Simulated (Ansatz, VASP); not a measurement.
SrO: VASP beside Ansatz

```xyz
4
Lattice="4.4864 0.0000 0.0000 0.0000 4.4864 0.0000 0.0000 0.0000 3.6686" Properties=species:S:1:pos:R:3 pbc="T T T"
Sr    2.2432    0.0000    0.9919
Sr    0.0000    2.2432    2.6767
O     0.0000    0.0000    0.0000
O     2.2432    2.2432    0.0000
```

Change from the starting cell: strain e3 = +0.02, atoms carried along.

Alike in both runs: task single point; functional PBE; k mesh 8 × 8 × 10; occupations gaussian, width 0.05 eV; no spin polarisation.

|  | VASP | Ansatz |
| --- | --- | --- |
| version | VASP 6.6.1 | Ansatz 0.2.0 |
| potentials or method | VASP PAW PBE potentials, release 64 (Sr_sv, O), cutoff 520 eV | scalar-relativistic, plane waves, PAW |
| valence electrons in the cell | 32 | 32 |

Ansatz gave:

| Property | Result |
| --- | --- |
| gap on the k mesh at the Fermi level (eV) | 2.42 |
| least direct gap on the mesh (eV) | 2.47 |
| pressure (GPa) | -0.9 |
| traceless stress, the component that is largest in VASP (GPa) | -1.00 |
| rms of the force components (eV/Å) | 0.075 |

Question: Which values does VASP return?

Answer: gap on the k mesh at the Fermi level (eV): 2.41; least direct gap on the mesh (eV): 2.46; pressure (GPa): -0.4; traceless stress, the component that is largest in VASP (GPa): -1.21; rms of the force components (eV/Å): 0.047.

Atom by atom the forces differ by 0.028 eV/Å (rms over components).
